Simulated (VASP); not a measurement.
**B: single point with r2SCAN**

The system is B.

```
CELL_PARAMETERS angstrom
1.85902 0.00000 0.00000
0.00000 1.85902 0.00000
0.00000 0.00000 1.85902
ATOMIC_POSITIONS crystal
B 0.00000 0.00000 0.00000
```

This cell differs from its parent crystal: volume scaled by 0.96.

- Program: VASP 6.6.1
- Task: single point
- Functional: r2SCAN
- Potentials or basis: VASP PAW PBE potentials, release 64 (B)
- Cutoff: 520 eV
- k mesh: 19 × 19 × 19
- Occupations: fermi-dirac, width 0.1 eV
- Spin: no spin polarisation
- Dipole correction: no
- Further INCAR settings: ALGO = Normal; EDIFF = 1e-06; NBANDS = 8

```json
{
 "Pressure": "10.6 GPa"
}
```

Levels at points of the mesh, in eV from the Fermi level:
```
           k point  band 1  band 2  band 3  band 4  band 5  band 6
(0.00, 0.00, 0.00)  -17.30   15.11   15.11   15.11   25.52   25.52
```

It took 12 s on 1 thread of Intel(R) Xeon(R) Platinum 8259CL CPU @ 2.50GHz (Skylake/Cascade Lake), on a shared host, peak memory 0.11 GiB.

Caveat: the PAW data sets were made with another functional, which shifts forces and pressure a little.
